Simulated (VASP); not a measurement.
Set up this calculation in VASP 6.6.1, as the native input.

```yaml
Task: relaxation of cell and atoms
Functional: r2SCAN
Potentials_or_basis: VASP PAW PBE potentials, release 64 (Cd, Se)
Cutoff: 720 eV
k_mesh: 8 × 8 × 8
Occupations: gaussian, width 0.03 eV
Spin: non-collinear spin, zero start, spin-orbit coupling
Starting_moments: "[[0.0, 0.0, 0.0], [0.0, 0.0, 0.0]] μB"
Tolerance_level: screening
Purpose: cell
Passes: 3
Further_INCAR_settings: ALGO = Normal; EDIFF = 1e-07
```

Crystal: CdSe.

```
Cd Se
1.0
     0.00000    3.01822    3.01822
     3.01822    0.00000    3.01822
     3.01822    3.01822    0.00000
Cd Se
1 1
Direct
  0.00000 0.00000 0.00000
  0.25000 0.25000 0.25000
```

One way to write it, as run:

POSCAR

```
CdSe
1.0
    0.0000000000      3.0182226487      3.0182226487
    3.0182226487      0.0000000000      3.0182226487
    3.0182226487      3.0182226487      0.0000000000
Cd Se
1 1
Direct
    0.0000000000      0.0000000000      0.0000000000
    0.2500000000      0.2500000000      0.2500000000
```

INCAR.step1

```
ALGO = Normal
EDIFF = 1E-7
EDIFFG = -0.002
EFERMI = MIDGAP
ENCUT = 720
GGA_COMPAT = False
IBRION = 2
ISIF = 3
ISMEAR = 0
KPAR = 8
LASPH = True
LCHARG = False
LMIXTAU = True
LORBIT = 11
LREAL = False
LSORBIT = True
LWAVE = False
MAGMOM = 0 0 0 0 0 0
METAGGA = R2SCAN
NELM = 200
NELMIN = 4
NSW = 80
POTIM = 0.5
PREC = Accurate
SIGMA = 0.03
```

INCAR.step4

```
ALGO = Normal
EDIFF = 1E-7
EFERMI = MIDGAP
ENCUT = 720
GGA_COMPAT = False
ISIF = 2
ISMEAR = 0
KPAR = 8
LASPH = True
LCHARG = False
LMIXTAU = True
LORBIT = 11
LREAL = False
LSORBIT = True
LWAVE = False
MAGMOM = 0 0 0 0 0 0
METAGGA = R2SCAN
NELM = 200
PREC = Accurate
SIGMA = 0.03
```

KPOINTS

```
Automatic mesh
0
Gamma
  8 8 8
  0 0 0
```

Potentials or basis: VASP PAW PBE potentials, release 64 (Cd, Se).

Run with:

```sh
$ cat potpaw_PBE.64/Cd/POTCAR potpaw_PBE.64/Se/POTCAR > POTCAR
$ cp INCAR.step1 INCAR
$ cp POSCAR.step1 POSCAR
$ mpirun -np 8 vasp_ncl > vasp.out
$ cp CONTCAR POSCAR
$ mpirun -np 8 vasp_ncl > vasp.out
$ cp CONTCAR POSCAR
$ mpirun -np 8 vasp_ncl > vasp.out
$ cp CONTCAR POSCAR
$ cp INCAR.step4 INCAR
$ mpirun -np 8 vasp_ncl > vasp.out
```

Results of the run:

```json
{"Relaxed volume": "28.96 Å³/atom", "Relaxed cell": "a = 4.343 Å, b = 4.343 Å, c = 4.343 Å, α = 60.00°, β = 60.00°, γ = 60.00°", "Space group after relaxing (to 0.1 Å)": "F-43m (No. 216)", "Energy gained by relaxing": "13.3 meV/atom", "Ionic steps": "6", "Pressure after relaxing": "0.0 GPa", "Net moment": "0.00 μB per cell", "Valence electrons inside the program's atomic spheres": "Cd 10.28; Se 3.90"}
```

Caveat: the PAW data sets were made with another functional, which shifts forces and pressure a little.

Run time: 30 min on 8 MPI ranks on Intel(R) Xeon(R) Platinum 8375C CPU @ 2.90GHz (Ice Lake), with other jobs on the host, peak memory 0.73 GiB a rank.
